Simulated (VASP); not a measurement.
# Cr3SbO (P1) in VASP: further runs

Cr3SbO is run at these levels: PBE+U, PBE+D3(BJ)+U; tasks: single point.

Everything below comes from runs of VASP 6.6.1. Logs are shortened: lines on timing, memory, paths and dates and some standing lists are left out, and cuts for length are marked.

### Step 1. The cell of the first run

The typed cell holds 5 atoms: a = 4.426 Å, b = 4.420 Å, c = 4.347 Å, α = 89.08°, β = 89.56°, γ = 90.22°.

### Step 2. Single point, PBE+U, collinear spin, ferrimagnetic start

INCAR reads:

```
SYSTEM = Cr3SbO
ALGO = Normal
EDIFF = 1E-6
ENCUT = 520
GGA = PE
ISIF = 2
ISMEAR = -1
ISPIN = 2
LASPH = .True.
LCHARG = .False.
LDAU = .True.
LDAUJ = 0 0 0
LDAUL = -1 2 -1
LDAUPRINT = 1
LDAUTYPE = 2
LDAUU = 0 6.17 0
LMAXMIX = 4
LORBIT = 11
LREAL = .False.
LWAVE = .False.
MAGMOM = -0.4 3.5 3.4 3.2 0
NBANDS = 36
NELM = 150
PREC = Accurate
SIGMA = 0.0753
```

KPOINTS reads:

```
Automatic mesh
0
Gamma
  4 4 4
  0 0.5 0.5
```

POSCAR reads:

```
Cr3SbO
1.0
    4.4260380000     -0.0085170000      0.0167840000
   -0.0085170000      4.4196650000      0.0353560000
    0.0167840000      0.0353560000      4.3463420000
Sb Cr O
1 3 1
Direct
    0.5020220000      0.5031060000      0.4914570000
    0.5084210000      0.0182250000      0.9661310000
    0.0141000000      0.5064010000      0.0390480000
    0.0034990000      0.9777600000      0.4676750000
    0.9814310000      0.9660300000      0.0288930000
```

Potentials or basis: VASP PAW PBE potentials, release 64 (Sb, Cr_pv, O).

Started as:

```bash
$ cat potpaw_PBE.64/Sb/POTCAR potpaw_PBE.64/Cr_pv/POTCAR potpaw_PBE.64/O/POTCAR > POTCAR
$ mpirun -np 1 vasp_std > vasp.out
```

OUTCAR:

```text
SYSTEM = Cr3SbO
   EDIFF = 1E-6
   ENCUT = 520
   GGA = PE
   ISIF = 2
   ISMEAR = -1
   ISPIN = 2
   LASPH = .True.
   LORBIT = 11
   LREAL = .False.
   NELM = 150
   PREC = Accurate

 ion  position               nearest neighbor table
   1  0.502  0.503  0.491-   3 2.93   2 2.95   3 2.99   4 3.05   4 3.05   2 3.10   2 3.16   2 3.20
                             4 3.20   3 3.20   4 3.22   3 3.30
   2  0.508  0.018  0.966-   5 2.13   5 2.36   1 2.95   4 3.08   3 3.10   1 3.10   4 3.11   4 3.11
                             3 3.12   4 3.13   3 3.15   1 3.16   1 3.20
   3  0.014  0.506  0.039-   5 2.04   5 2.39   4 2.82   1 2.93   4 2.96   1 2.99   2 3.10   2 3.12
                             2 3.15   1 3.20   1 3.30
   4  0.003  0.978  0.468-   5 1.91   5 2.44   3 2.82   3 2.96   1 3.05   1 3.05   2 3.08   2 3.11
                             2 3.11   2 3.13   1 3.20   1 3.22
   5  0.981  0.966  0.029-   4 1.91   3 2.04   2 2.13   2 2.36   3 2.39   4 2.44

  LATTYP: Found a triclinic cell.
 ALAT       =     6.2430310782
 B/A-ratio  =     0.7089629961
 C/A-ratio  =     1.0009119636
 COS(alpha) =     0.0026101229
 COS(beta)  =     0.5105418457
 COS(gamma) =     0.7062579783

  Lattice vectors:

 A1 = (  -4.4175210000,  -4.4111480000,  -0.0521400000)
 A2 = (  -4.4260380000,   0.0085170000,  -0.0167840000)
 A3 = (  -0.0082670000,  -4.4550210000,  -4.3816980000)

Analysis of symmetry for initial positions (statically):
=====================================================================
 Subroutine PRICEL returns:
 Original cell was already a primitive cell.

 Routine SETGRP: Setting up the symmetry group for a
 triclinic supercell.

 Subroutine GETGRP returns: Found  1 space group operations
 (whereof  1 operations were pure point group operations)
 out of a pool of  2 trial point group operations.

The static configuration has the point symmetry C_1 .

Analysis of symmetry for dynamics (positions and initial velocities):
=====================================================================
 Subroutine PRICEL returns:
 Original cell was already a primitive cell.

 Routine SETGRP: Setting up the symmetry group for a
 triclinic supercell.

 Subroutine GETGRP returns: Found  1 space group operations
 (whereof  1 operations were pure point group operations)
 out of a pool of  2 trial point group operations.

The dynamic configuration has the point symmetry C_1 .

Analysis of structural, dynamic, and magnetic symmetry:
=====================================================================
 Subroutine PRICEL returns:
 Original cell was already a primitive cell.

 Routine SETGRP: Setting up the symmetry group for a
 triclinic supercell.

 Subroutine GETGRP returns: Found  1 space group operations
 (whereof  1 operations were pure point group operations)
 out of a pool of  2 trial point group operations.

The overall configuration has the point symmetry C_1 .

 Subroutine INISYM returns: Found  1 space group operations
 (whereof  1 operations are pure point group operations),
 and found     1 'primitive' translations

----------------------------------------------------------------------------------------

                                     Primitive cell

  volume of cell :      85.0143

  direct lattice vectors                    reciprocal lattice vectors
     4.426038000 -0.008517000  0.016784000     0.225939875  0.000442410 -0.000876097
    -0.008517000  4.419665000  0.035356000     0.000442410  0.226277084 -0.001842395
     0.016784000  0.035356000  4.346342000    -0.000876097 -0.001842395  0.230096905

  length of vectors
     4.426078018  4.419814623  4.346518208     0.225942007  0.226285017  0.230105949

  position of ions in fractional coordinates (direct lattice)
     0.502022000  0.503106000  0.491457000
     0.508421000  0.018225000  0.966131000
     0.014100000  0.506401000  0.039048000
     0.003499000  0.977760000  0.467675000
     0.981431000  0.966030000  0.028893000

  ion indices of the primitive-cell ions
   primitive index   ion index
                 1           1
                 2           2
                 3           3
                 4           4
                 5           5

----------------------------------------------------------------------------------------

 KPOINTS: Automatic mesh

[... 25 lines left out ...]
  0.250000  0.125000  0.125000      2.000000
  0.500000  0.125000  0.125000      2.000000
 -0.250000  0.125000  0.125000      2.000000
  0.000000  0.375000  0.125000      2.000000
  0.250000  0.375000  0.125000      2.000000
[... 16 lines left out ...]
  0.500000  0.375000  0.375000      2.000000
 -0.250000  0.375000  0.375000      2.000000
 [... further k-points ...]
   k-points           NKPTS =     32   k-points in BZ     NKDIM =     32   number of bands    NBANDS=     36
   number of dos      NEDOS =    301   number of ions     NIONS =      5
   total plane-waves  NPLWV =  41472
   dimension x,y,z NGX =    36 NGY =   36 NGZ =   32
   dimension x,y,z NGXF=    72 NGYF=   72 NGZF=   64
   ions per type =               1   3   1
   NGX,Y,Z   is equivalent  to a cutoff of  13.52, 13.54, 12.24 a.u.
   NGXF,Y,Z  is equivalent  to a cutoff of  27.04, 27.08, 24.48 a.u.
 SYSTEM =  Cr3SbO
   PREC   = accura    normal or accurate (medium, high low for compatibility)
   ISTART =      0    job   : 0-new  1-cont  2-samecut
   ICHARG =      2    charge: 1-file 2-atom 10-const
   ISPIN  =      2    spin polarized calculation?
   LNONCOLLINEAR =      F non collinear calculations
   LSORBIT =      F    spin-orbit coupling
   LASPH  =      T    aspherical Exc in radial PAW
   ENCUT  =  520.0 eV  38.22 Ry    6.18 a.u.   8.23  8.22  8.08*2*pi/ulx,y,z
   NELM   =    150;   NELMIN=  2; NELMDL= -5     # of ELM steps
   EDIFF  = 0.1E-05   stopping-criterion for ELM
   LREAL  =      F    real-space projection
   EDIFFG = 0.1E-04   stopping-criterion for IOM
   NSW    =      0    number of steps for IOM
   IBRION =     -1    ionic relax: 0-MD 1-quasi-New 2-CG
   NFREE  =      0    steps in history (QN), initial steepest desc. (CG)
   ISIF   =      2    stress and relaxation
   ISYM   =      2    0-nonsym 1-usesym 2-fastsym
   POTIM  = 0.5000    time-step for ionic-motion
   TEBEG  =    0.0;   TEEND  =   0.0 temperature during run
   PSTRESS=    0.0 pullay stress
   NELECT =      47.0000    total number of electrons
   NUPDOWN=      -1.0000    fix difference up-down
   EMIN   =  10.00;   EMAX   =-10.00  energy-range for DOS
   EFERMI =   0.00;   METHOD = LEGACY
   ISMEAR =    -1;   SIGMA  =   0.08  broadening in eV -4-tet -1-fermi 0-gaus
   EFERMI_NEDOS =   21; number of points for ismear=-14 and -15
   IALGO  =     38    algorithm
   IMIX   =      4    mixing-type and parameters
     AMIX     =   0.40;   BMIX     =  1.00
     AMIX_MAG =   1.60;   BMIX_MAG =  1.00
  volume/ion in A,a.u.               =      17.00       114.74
  Fermi-wavevector in a.u.,A,eV,Ry     =   1.343621  2.539075 24.562831  1.805317
  Thomas-Fermi vector in A             =   2.471680
   LORBIT       =     11    0 simple, 1 ext, 2 COOP (PROOUT), +10 PAW based schemes
 LDA+U is selected, type is set to LDAUTYPE =  2
   angular momentum for each species LDAUL =    -1    2   -1
   U (eV)           for each species LDAUU =   0.0  6.2  0.0
   J (eV)           for each species LDAUJ =   0.0  0.0  0.0
   GGA     = PE    functional components
   LHFCALC =     F    Hartree Fock is set to
   AEXX    =    0.0000 exact exchange contribution
   IVDW    =     0    specifies the selected vdW correction
   LEPSILON=     F    determine dielectric tensor
   LRPA    =     F    only Hartree local field effects (RPA)
 spin polarized calculation
  energy-cutoff  :      520.00
  volume of cell :       85.01
 maximum number of plane-waves:      2305
 NGX is ok and might be reduce to    36
   NGX = 17   NGY = 17   NGZ = 17

 number of electron      47.0000000 magnetization       9.7000000

atom =   2  type =  2  l = 2

 onsite density matrix

spin component  1
[... 83 lines left out ...]
  o =  0.0066  v =  0.0000  0.0000  0.0000  0.0000  0.0000 -0.0023 -0.0393 -0.0137  0.0478 -0.9980      0.0000  0.0000  0.0000  0.0000  0.0000  0.0000  0.0000  0.0000  0.0000  0.0000
  o =  0.0196  v =  0.0000  0.0000  0.0000  0.0000  0.0000 -0.0446  0.8992 -0.0164 -0.4314 -0.0557      0.0000  0.0000  0.0000  0.0000  0.0000  0.0000  0.0000  0.0000  0.0000  0.0000
  o =  0.0200  v =  0.0000  0.0000  0.0000  0.0000  0.0000  0.0032  0.4313 -0.0804  0.8982  0.0271      0.0000  0.0000  0.0000  0.0000  0.0000  0.0000  0.0000  0.0000  0.0000  0.0000
  o =  0.0312  v =  0.0000  0.0000  0.0000  0.0000  0.0000  0.9990  0.0390  0.0059 -0.0216 -0.0049      0.0000  0.0000  0.0000  0.0000  0.0000  0.0000  0.0000  0.0000  0.0000  0.0000
  o =  0.0875  v =  0.0000  0.0000  0.0000  0.0000  0.0000 -0.0064  0.0488  0.9965  0.0662 -0.0124      0.0000  0.0000  0.0000  0.0000  0.0000  0.0000  0.0000  0.0000  0.0000  0.0000
  o =  0.3418  v = -0.0088  0.0323  0.9974  0.0621 -0.0151  0.0000  0.0000  0.0000  0.0000  0.0000      0.0000  0.0000  0.0000  0.0000  0.0000  0.0000  0.0000  0.0000  0.0000  0.0000
  o =  0.9108  v =  0.0855  0.0430  0.0156 -0.0197  0.9951  0.0000  0.0000  0.0000  0.0000  0.0000      0.0000  0.0000  0.0000  0.0000  0.0000  0.0000  0.0000  0.0000  0.0000  0.0000
  o =  0.9131  v =  0.9956 -0.0241  0.0100 -0.0271 -0.0852  0.0000  0.0000  0.0000  0.0000  0.0000      0.0000  0.0000  0.0000  0.0000  0.0000  0.0000  0.0000  0.0000  0.0000  0.0000
  o =  0.9366  v = -0.0232  0.2505  0.0514 -0.9660 -0.0288  0.0000  0.0000  0.0000  0.0000  0.0000      0.0000  0.0000  0.0000  0.0000  0.0000  0.0000  0.0000  0.0000  0.0000  0.0000
  o =  0.9373  v =  0.0274  0.9663 -0.0472  0.2485 -0.0384  0.0000  0.0000  0.0000  0.0000  0.0000      0.0000  0.0000  0.0000  0.0000  0.0000  0.0000  0.0000  0.0000  0.0000  0.0000

 number of electron      46.9999996 magnetization      12.9999894

 Free energy of the ion-electron system (eV)
  ---------------------------------------------------
  ext. energy  EPLUGINS =         0.00000000
  ---------------------------------------------------
  free energy    TOTEN  =       -29.80668050 eV

  energy without entropy =      -29.77329444  energy(sigma->0) =      -29.78998747

 E-fermi :   7.9234     XC(G=0): -10.8458

 val. band max:        7.9233719845   @ k =   0.5000  -0.3750   0.1250
 cond. band min:       7.9251507893   @ k =   0.5000  -0.3750   0.3750
 fundamental gap:      0.0017788048
 Fermi energy:         7.9234340795

 spin component 1

 k-point     1 :       0.0000    0.1250    0.1250
  band No.  band energies     occupation
      1     -37.0597      1.00000
      2     -36.6687      1.00000
      3     -36.6601      1.00000
      4     -35.7001      1.00000
      5     -35.6911      1.00000
      6     -35.5456      1.00000
[... 1817 lines left out ...]
     34      15.4301      0.00000
     35      15.7063      0.00000

 [... further k-points ...]

 [bands above 35 left out]

------------------------ aborting loop because EDIFF is reached ----------------------------------------

  FORCE on cell =-STRESS in cart. coord.  units (eV):
  Direction    XX          YY          ZZ          XY          YZ          ZX
  --------------------------------------------------------------------------------------
  -------------------------------------------------------------------------------------
  Total        2.3122229      4.2877971      4.9000214     -0.1925336      0.0149557      0.2585858
  in kB       43.5760816     80.8076922     92.3456538     -3.6284828      0.2818554      4.8733002
  external PRESSURE =      72.2431425 kB  Pullay stress =       0.0000000 kB

 VOLUME and BASIS-vectors are now :
 -----------------------------------------------------------------------------
  energy-cutoff  :      520.00
  volume of cell :       85.01
      direct lattice vectors                 reciprocal lattice vectors
     4.426038000 -0.008517000  0.016784000     0.225939875  0.000442410 -0.000876097
    -0.008517000  4.419665000  0.035356000     0.000442410  0.226277084 -0.001842395
     0.016784000  0.035356000  4.346342000    -0.000876097 -0.001842395  0.230096905

 POSITION                                       TOTAL-FORCE (eV/Angst)
 -----------------------------------------------------------------------------------
      2.22593      2.23666      2.16225        -0.017304     -0.195238      0.284042
      2.26635      0.11038      4.20831        -0.353651     -0.203543      0.254483
      0.05875      2.23938      0.18786        -0.130597     -1.121432     -0.711624
      0.01501      4.33788      2.06730         0.008358      0.353344      2.402070
      4.33611      4.26219      0.17621         0.493194      1.166868     -2.228970
 -----------------------------------------------------------------------------------
    total drift:                               -0.000047     -0.000774     -0.000605

  FREE ENERGIE OF THE ION-ELECTRON SYSTEM (eV)
  ---------------------------------------------------
  free  energy   TOTEN  =       -29.8066804963 eV

  energy  without entropy=      -29.7732944406  energy(sigma->0) =      -29.78998747

 total charge

# of ion       s       p       d       tot
------------------------------------------
    1        1.143   1.326   0.026   2.495
    2        0.200   6.139   4.298  10.638
    3        0.205   6.150   4.321  10.676
    4        0.247   6.174   4.182  10.603
    5        1.561   3.471   0.000   5.031
--------------------------------------------------
tot          3.356  23.261  12.826  39.443

 magnetization (x)

# of ion       s       p       d       tot
------------------------------------------
    1        0.034  -0.212   0.019  -0.159
    2        0.060   0.037   4.110   4.207
    3        0.058   0.036   4.104   4.198
    4        0.075   0.036   3.860   3.971
    5        0.001  -0.118   0.000  -0.118
--------------------------------------------------
tot          0.227  -0.221  12.093  12.099
```

It took 3 min on 1 thread of Intel Xeon 6975P-C (Granite Rapids), shared host; peak memory 0.33 GiB.

What came out:

| Item | Value |
| --- | --- |
| Free energy | -29.8067 eV |
| Pressure | 7.2 GPa |
| Largest force | 2.564 eV/Å |
| Band gap on the k mesh | zero (filled and empty bands overlap) |
| Net moment | 13.00 μB per cell |
| Site moments | Sb -0.16; Cr +4.21, +4.20, +3.97; O -0.12 μB |
| Valence electrons inside the program's atomic spheres | Sb 2.50; Cr 10.64, 10.68, 10.60; O 5.03 |

Forces on the atoms (eV/Å):
```
Sb  -0.017 -0.195  0.284
Cr  -0.354 -0.204  0.254
Cr  -0.131 -1.121 -0.712
Cr   0.008  0.353  2.402
O    0.493  1.167 -2.229
```

Eigenvalues of the final occupation matrices:
```tsv
site	spin	trace	eigenvalues
site 2 d	1	4.22	0.63 0.89 0.90 0.90 0.91
site 2 d	2	0.10	0.01 0.01 0.01 0.03 0.04
site 3 d	1	4.23	0.64 0.87 0.89 0.91 0.92
site 3 d	2	0.11	0.01 0.01 0.01 0.03 0.05
site 4 d	1	4.04	0.34 0.91 0.91 0.94 0.94
site 4 d	2	0.16	0.01 0.02 0.02 0.03 0.09
```

Caveat: the k points lie up to 0.36 Å⁻¹ apart, too coarse for converged energies and pressures of a metal; spin-orbit coupling is left out, which moves the levels of the heavy elements; forces of over 1 eV/Å act on the atoms, so gaps and moduli don't describe the material at rest. The state reached can hang on the start; a lower one may exist.

### Step 3. Single point, PBE+D3(BJ)+U, collinear spin, ferrimagnetic start

INCAR reads:

```
ALGO     = Normal         # electronic algorithm
EDIFF    = 1E-6           # SCF threshold, eV
ENCUT    = 520            # plane-wave cutoff, eV
GGA      = PE             # functional
ISIF     = 2              # what is computed and relaxed
ISMEAR   = -5             # smearing method
ISPIN    = 2              # spin polarisation
IVDW     = 12             # dispersion correction
LASPH    = T              # aspherical terms in the spheres
LCHARG   = T              # write CHGCAR
LDAU     = T              # DFT+U
LDAUJ    = 0 0 0        
LDAUL    = -1 2 -1        # shell
LDAUPRINT= 1            
LDAUTYPE = 2            
LDAUU    = 0 6.17 0       # U, eV
LELF     = T              # ELF
LMAXMIX  = 4              # l up to which the mixer works
LORBIT   = 11             # projections on sites
LREAL    = F              # projectors in reciprocal space
LVHAR    = T            
LWAVE    = F              # write WAVECAR
MAGMOM   = -0.4 3.5 3.4 3.2 0 # initial moments
NBANDS   = 36             # bands
NELM     = 150            # most SCF steps
PREC     = Accurate       # precision mode
SIGMA    = 0.1            # smearing width, eV
```

KPOINTS is that of step 2.

POSCAR is that of step 2.

Potentials or basis: VASP PAW PBE potentials, release 64 (Sb, Cr_pv, O).

Started as:

```bash
$ cat potpaw_PBE.64/Sb/POTCAR potpaw_PBE.64/Cr_pv/POTCAR potpaw_PBE.64/O/POTCAR > POTCAR
$ mpirun -np 1 vasp_std > vasp.out
```

Wall time 2.9 min (1 thread of Intel Xeon 6975P-C (Granite Rapids), shared host); peak memory 0.34 GiB.

Results (log left out):

| Property | Result |
| --- | --- |
| Free energy | -32.1586 eV |
| Pressure | 2.7 GPa |
| Largest force | 2.601 eV/Å |
| Band gap on the k mesh | zero (filled and empty bands overlap) |
| Net moment | 13.00 μB per cell |
| Site moments | Sb -0.15; Cr +4.19, +4.21, +3.96; O -0.12 μB |
| Valence electrons inside the program's atomic spheres | Sb 2.50; Cr 10.63, 10.68, 10.60; O 5.03 |
| Dispersion energy per atom | -0.474 eV |

Forces on the atoms (eV/Å):
```
Sb  -0.005 -0.191  0.284
Cr  -0.335 -0.229  0.282
Cr  -0.129 -1.140 -0.703
Cr  -0.009  0.353  2.390
O    0.477  1.207 -2.254
```

Stress tensor (GPa, compression positive):
```
-0.31 -0.38  0.48
-0.38  3.70  0.06
 0.48  0.06  4.67
```

Levels at points of the mesh, in eV from the Fermi level:
Spin up:
| k point | band 28 | band 29 | band 30 | band 31 | band 32 | band 33 |
| --- | --- | --- | --- | --- | --- | --- |
| (0.00, 0.12, 0.12) | -1.84 | -1.00 | -0.62 | -0.37 | 0.46 | 1.63 |
Spin down:
```csv
k point,band 15,band 16,band 17,band 18,band 19,band 20
"(0.00, 0.12, 0.12)",-2.35,-2.00,-1.62,0.75,1.52,2.35
```

Eigenvalues of the final occupation matrices:
```csv
site,spin,trace,eigenvalues
site 2 d,1,4.21,0.60 0.89 0.90 0.90 0.91
site 2 d,2,0.10,0.01 0.01 0.01 0.03 0.04
site 3 d,1,4.24,0.65 0.88 0.89 0.90 0.92
site 3 d,2,0.11,0.01 0.01 0.01 0.03 0.05
site 4 d,1,4.03,0.33 0.91 0.92 0.94 0.94
site 4 d,2,0.17,0.01 0.02 0.02 0.03 0.09
```

Caveat: the k points lie up to 0.36 Å⁻¹ apart, too coarse for converged energies and pressures of a metal; spin-orbit coupling is left out, which moves the levels of the heavy elements; forces of over 1 eV/Å act on the atoms, so gaps and moduli don't describe the material at rest; tetrahedron occupations give inexact forces and stress in metals. The state reached can hang on the start; a lower one may exist.
